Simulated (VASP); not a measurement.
# Hg (P6/mmm) in VASP: single point with LDA

Aim: the single point of Hg with LDA.

All numbers are computed with VASP 6.6.1; they aren't measurements. Logs are shortened: lines on timing, memory, paths and dates and some standing lists are left out, and cuts for length are marked.

## (1) The cell of the first run

Symmetry: P6/mmm, No. 191, hexagonal system. The conventional cell has a = 5.467 Å, b = 5.467 Å, c = 3.185 Å, α = 90.00°, β = 90.00°, γ = 120.00°. Hg (site symmetry -6m2) has 11 Hg at 3.16 to 3.54 Å within 4.2 Å. Within 4.2 Å of Hg (site symmetry 6/mmm) lie 14 Hg at 3.19 to 3.54 Å.

## (2) Single point, LDA

INCAR

```
SYSTEM = Hg
  PREC = Accurate
  ENCUT = 520
  EDIFF = 1E-7
  ISMEAR = 0
  SIGMA = 0.1
  LREAL = .FALSE.
  LASPH = .TRUE.
  NELM = 80
  ALGO = Normal
  ISIF = 2
  LWAVE = .FALSE.
  LCHARG = .FALSE.
  GGA = CA
  NBANDS = 25
```

KPOINTS

```
regular mesh
0
G
  7 7 10
  0 0 0
```

POSCAR

```
Hg
1.0
    5.4666960000      0.0000000000      0.0000000000
   -2.7333480000      4.7342980000      0.0000000000
    0.0000000000      0.0000000000      3.1852180000
Hg
3
Direct
    0.3333333333      0.6666666667      0.5000000000
    0.6666666667      0.3333333333      0.5000000000
    0.0000000000      0.0000000000      0.0000000000
```

Potentials or basis: VASP PAW LDA potentials, release 64 (Hg).

On the command line:

```console
$ cat potpaw_LDA.64/Hg/POTCAR > POTCAR
$ mpirun -np 1 vasp_std > vasp.out
```

OUTCAR:

```text
SYSTEM = Hg
   PREC = Accurate
   ENCUT = 520
   EDIFF = 1E-7
   ISMEAR = 0
   LREAL = .FALSE.
   LASPH = .TRUE.
   NELM = 80
   ISIF = 2
   GGA = CA

 ion  position               nearest neighbor table
   1  0.333  0.667  0.500-   2 3.16   2 3.16   2 3.16   3 3.54   3 3.54   3 3.54   3 3.54   3 3.54
                             3 3.54
   2  0.667  0.333  0.500-   1 3.16   1 3.16   1 3.16   3 3.54   3 3.54   3 3.54   3 3.54   3 3.54
                             3 3.54
   3  0.000  0.000  0.000-   1 3.54   2 3.54   1 3.54   2 3.54   2 3.54   2 3.54   1 3.54   1 3.54
                             2 3.54   2 3.54   1 3.54   1 3.54

  LATTYP: Found a hexagonal cell.
 ALAT       =     5.4666960000
 C/A-ratio  =     0.5826587028

  Lattice vectors:

 A1 = (   5.4666960000,   0.0000000000,   0.0000000000)
 A2 = (  -2.7333480000,   4.7342980000,   0.0000000000)
 A3 = (   0.0000000000,   0.0000000000,   3.1852180000)

Analysis of symmetry for initial positions (statically):
=====================================================================
 Subroutine PRICEL returns:
 Original cell was already a primitive cell.

 Routine SETGRP: Setting up the symmetry group for a
 hexagonal supercell.

 Subroutine GETGRP returns: Found 24 space group operations
 (whereof 24 operations were pure point group operations)
 out of a pool of 24 trial point group operations.

The static configuration has the point symmetry D_6h.

Analysis of symmetry for dynamics (positions and initial velocities):
=====================================================================
 Subroutine PRICEL returns:
 Original cell was already a primitive cell.

 Routine SETGRP: Setting up the symmetry group for a
 hexagonal supercell.

 Subroutine GETGRP returns: Found 24 space group operations
 (whereof 24 operations were pure point group operations)
 out of a pool of 24 trial point group operations.

The dynamic configuration has the point symmetry D_6h.

 Subroutine INISYM returns: Found 24 space group operations
 (whereof 24 operations are pure point group operations),
 and found     1 'primitive' translations

----------------------------------------------------------------------------------------

                                     Primitive cell

  volume of cell :      82.4365

  direct lattice vectors                    reciprocal lattice vectors
     5.466696000  0.000000000  0.000000000     0.182925848  0.105612279  0.000000000
    -2.733348000  4.734298000  0.000000000     0.000000000  0.211224557  0.000000000
     0.000000000  0.000000000  3.185218000     0.000000000  0.000000000  0.313950254

  length of vectors
     5.466696000  5.466696337  3.185218000     0.211224570  0.211224557  0.313950254

  position of ions in fractional coordinates (direct lattice)
     0.333333333  0.666666667  0.500000000
     0.666666667  0.333333333  0.500000000
     0.000000000  0.000000000  0.000000000

  ion indices of the primitive-cell ions
   primitive index   ion index
                 1           1
                 2           2
                 3           3

----------------------------------------------------------------------------------------

 KPOINTS: regular mesh

Automatic generation of k-mesh.
 Grid dimensions read from file:
 generate k-points for:    7    7   10

 Generating k-lattice:

  Cartesian coordinates                     Fractional coordinates (reciprocal lattice)
     0.026132264  0.015087468  0.000000000     0.142857143  0.000000000  0.000000000
     0.000000000  0.030174937  0.000000000     0.000000000  0.142857143  0.000000000
     0.000000000  0.000000000  0.031395025     0.000000000  0.000000000  0.100000000

  Length of vectors
     0.030174939  0.030174937  0.031395025

  Shift w.r.t. Gamma in fractional coordinates (k-lattice)
     0.000000000  0.000000000  0.000000000

 Subroutine IBZKPT returns following result:
 ===========================================

 Found     48 irreducible k-points:

 Following reciprocal coordinates:
            Coordinates               Weight
  0.000000  0.000000  0.000000      1.000000
  0.142857  0.000000  0.000000      6.000000
  0.285714  0.000000  0.000000      6.000000
  0.428571  0.000000  0.000000      6.000000
  0.142857  0.142857  0.000000      6.000000
  0.285714  0.142857  0.000000     12.000000
[... 16 lines left out ...]
  0.428571  0.142857  0.200000     12.000000
  0.285714  0.285714  0.200000     12.000000
 [... further k-points ...]
   k-points           NKPTS =     48   k-points in BZ     NKDIM =     48   number of bands    NBANDS=     25
   number of dos      NEDOS =    301   number of ions     NIONS =      3
   total plane-waves  NPLWV =  42336
   dimension x,y,z NGX =    42 NGY =   42 NGZ =   24
   dimension x,y,z NGXF=    84 NGYF=   84 NGZF=   48
   ions per type =               3
   NGX,Y,Z   is equivalent  to a cutoff of  12.77, 12.77, 12.53 a.u.
   NGXF,Y,Z  is equivalent  to a cutoff of  25.54, 25.54, 25.05 a.u.
 SYSTEM =  Hg
   PREC   = accura    normal or accurate (medium, high low for compatibility)
   ISTART =      0    job   : 0-new  1-cont  2-samecut
   ICHARG =      2    charge: 1-file 2-atom 10-const
   ISPIN  =      1    spin polarized calculation?
   LNONCOLLINEAR =      F non collinear calculations
   LSORBIT =      F    spin-orbit coupling
   LASPH  =      T    aspherical Exc in radial PAW
   ENCUT  =  520.0 eV  38.22 Ry    6.18 a.u.  10.16 10.16  5.92*2*pi/ulx,y,z
   NELM   =     80;   NELMIN=  2; NELMDL= -5     # of ELM steps
   EDIFF  = 0.1E-06   stopping-criterion for ELM
   LREAL  =      F    real-space projection
   EDIFFG = 0.1E-05   stopping-criterion for IOM
   NSW    =      0    number of steps for IOM
   IBRION =     -1    ionic relax: 0-MD 1-quasi-New 2-CG
   NFREE  =      0    steps in history (QN), initial steepest desc. (CG)
   ISIF   =      2    stress and relaxation
   ISYM   =      2    0-nonsym 1-usesym 2-fastsym
   POTIM  = 0.5000    time-step for ionic-motion
   TEBEG  =    0.0;   TEEND  =   0.0 temperature during run
   PSTRESS=    0.0 pullay stress
   NELECT =      36.0000    total number of electrons
   NUPDOWN=      -1.0000    fix difference up-down
   EMIN   =  10.00;   EMAX   =-10.00  energy-range for DOS
   EFERMI =   0.00;   METHOD = LEGACY
   ISMEAR =     0;   SIGMA  =   0.10  broadening in eV -4-tet -1-fermi 0-gaus
   EFERMI_NEDOS =   21; number of points for ismear=-14 and -15
   IALGO  =     38    algorithm
   IMIX   =      4    mixing-type and parameters
     AMIX     =   0.40;   BMIX     =  1.00
     AMIX_MAG =   1.60;   BMIX_MAG =  1.00
  volume/ion in A,a.u.               =      27.48       185.44
  Fermi-wavevector in a.u.,A,eV,Ry     =   1.242041  2.347116 20.989228  1.542665
  Thomas-Fermi vector in A             =   2.376412
   LORBIT       =      0    0 simple, 1 ext, 2 COOP (PROOUT), +10 PAW based schemes
   GGA     = CA    functional components
   LHFCALC =     F    Hartree Fock is set to
   AEXX    =    0.0000 exact exchange contribution
   IVDW    =     0    specifies the selected vdW correction
   LEPSILON=     F    determine dielectric tensor
   LRPA    =     F    only Hartree local field effects (RPA)
 non-spin polarized calculation
 Gauss-broadening in eV      SIGMA  =   0.10
  energy-cutoff  :      520.00
  volume of cell :       82.44
 maximum number of plane-waves:      2237
 NGX is ok and might be reduce to    42
   NGX = 21   NGY = 21   NGZ = 11

 number of electron      36.0000004 magnetization

 Free energy of the ion-electron system (eV)
  ---------------------------------------------------
  ext. energy  EPLUGINS =         0.00000000
  ---------------------------------------------------
  free energy    TOTEN  =        -2.59698295 eV

  energy without entropy =       -2.59432529  energy(sigma->0) =       -2.59565412

 E-fermi :   1.2783     XC(G=0): -10.3873

 val. band max:        1.2596328567   @ k =   0.2857   0.0000   0.1000
 cond. band min:       1.2891732147   @ k =   0.4286   0.1429   0.5000
 fundamental gap:      0.0295403580
 Fermi energy:         1.2782880535

 k-point     1 :       0.0000    0.0000    0.0000
  band No.  band energies     occupation
      1      -6.5952      2.00000
      2      -5.9770      2.00000
      3      -5.5886      2.00000
      4      -5.4099      2.00000
      5      -5.2057      2.00000
      6      -5.2057      2.00000
[... 17 lines left out ...]
     24      14.2685      0.00000
     25      14.9054      0.00000

 k-point     2 :       0.1429    0.0000    0.0000
  band No.  band energies     occupation
      1      -6.4435      2.00000
      2      -5.9531      2.00000
      3      -5.6126      2.00000
      4      -5.4648      2.00000
      5      -5.3343      2.00000
      6      -5.3227      2.00000
[... 17 lines left out ...]
     24      13.3559      0.00000
     25      13.9787      0.00000

 k-point     3 :       0.2857    0.0000    0.0000
  band No.  band energies     occupation
      1      -6.0504      2.00000
      2      -5.8905      2.00000
      3      -5.7003      2.00000
      4      -5.6334      2.00000
      5      -5.4336      2.00000
      6      -5.3922      2.00000
[... 17 lines left out ...]
     24      10.7523      0.00000
     25      12.0261      0.00000

 k-point     4 :       0.4286    0.0000    0.0000
  band No.  band energies     occupation
      1      -5.8957      2.00000
      2      -5.8166      2.00000
      3      -5.7344      2.00000
      4      -5.6173      2.00000
      5      -5.4824      2.00000
      6      -5.3106      2.00000
[... 17 lines left out ...]
     24       9.9953      0.00000
     25      11.5198      0.00000

 k-point     5 :       0.1429    0.1429    0.0000
  band No.  band energies     occupation
      1      -6.1714      2.00000
      2      -5.9096      2.00000
      3      -5.6532      2.00000
      4      -5.5874      2.00000
      5      -5.4662      2.00000
      6      -5.3770      2.00000
[... 17 lines left out ...]
     24      11.1485      0.00000
     25      13.4180      0.00000

 k-point     6 :       0.2857    0.1429    0.0000
  band No.  band energies     occupation
      1      -5.8889      2.00000
      2      -5.8551      2.00000
      3      -5.7288      2.00000
      4      -5.6479      2.00000
      5      -5.5353      2.00000
      6      -5.4201      2.00000
[... 17 lines left out ...]
     24      11.1237      0.00000
     25      11.7469      0.00000
[... 393 lines left out ...]
 k-point    21 :       0.1429    0.1429    0.2000
  band No.  band energies     occupation
      1      -5.7685      2.00000
      2      -5.5162      2.00000
      3      -5.4702      2.00000
      4      -5.4233      2.00000
      5      -5.2227      2.00000
      6      -5.1925      2.00000
[... 17 lines left out ...]
     24      10.0533      0.00000
     25      10.3369      0.00000

 k-point    22 :       0.2857    0.1429    0.2000
  band No.  band energies     occupation
      1      -5.6788      2.00000
      2      -5.5572      2.00000
      3      -5.5075      2.00000
      4      -5.3723      2.00000
      5      -5.2386      2.00000
      6      -5.1264      2.00000
[... 17 lines left out ...]
     24       9.3286      0.00000
     25       9.7404      0.00000

 k-point    23 :       0.4286    0.1429    0.2000
  band No.  band energies     occupation
      1      -5.7180      2.00000
      2      -5.5221      2.00000
      3      -5.4983      2.00000
      4      -5.3444      2.00000
      5      -5.2263      2.00000
      6      -5.2020      2.00000
[... 17 lines left out ...]
     24       9.6743      0.00000
     25      10.4647      0.00000

 k-point    24 :       0.2857    0.2857    0.2000
  band No.  band energies     occupation
      1      -5.7287      2.00000
      2      -5.5210      2.00000
      3      -5.5173      2.00000
      4      -5.3331      2.00000
      5      -5.2662      2.00000
      6      -5.2349      2.00000
[... 17 lines left out ...]
     24       9.0019      0.00000
     25      10.9236      0.00000

 [... further k-points ...]
[... 5 lines left out ...]
  --------------------------------------------------------------------------------------
  -------------------------------------------------------------------------------------
  Total       -2.2473788     -2.2473792     -2.3901972     -0.0000000      0.0000000      0.0000000
  in kB      -43.6784476    -43.6784548    -46.4541630     -0.0000000      0.0000000      0.0000000
  external PRESSURE =     -44.6036884 kB  Pullay stress =       0.0000000 kB

 VOLUME and BASIS-vectors are now :
 -----------------------------------------------------------------------------
  energy-cutoff  :      520.00
  volume of cell :       82.44
      direct lattice vectors                 reciprocal lattice vectors
     5.466696000  0.000000000  0.000000000     0.182925848  0.105612279  0.000000000
    -2.733348000  4.734298000  0.000000000     0.000000000  0.211224557  0.000000000
     0.000000000  0.000000000  3.185218000     0.000000000  0.000000000  0.313950254

 POSITION                                       TOTAL-FORCE (eV/Angst)
 -----------------------------------------------------------------------------------
     -0.00000      3.15620      1.59261         0.000000     -0.000000      0.000000
      2.73335      1.57810      1.59261        -0.000000     -0.000000     -0.000000
      0.00000      0.00000      0.00000        -0.000000      0.000000      0.000000
 -----------------------------------------------------------------------------------
    total drift:                               -0.000000      0.000000     -0.000000

  FREE ENERGIE OF THE ION-ELECTRON SYSTEM (eV)
  ---------------------------------------------------
  free  energy   TOTEN  =        -2.5969829493 eV

  energy  without entropy=       -2.5943252890  energy(sigma->0) =       -2.59565412
```

It took 1.9 min on 1 thread of Intel Xeon 8259CL, shared host; peak memory 0.21 GiB.

What came out:

- Free energy: -2.5970 eV
- Pressure: -4.5 GPa
- Band gap on the k mesh: zero (bands 18 and 19 overlap by 2.96 eV)

Caveat: the cell stands under tension; spin-orbit coupling is left out, which moves the levels of the heavy elements.
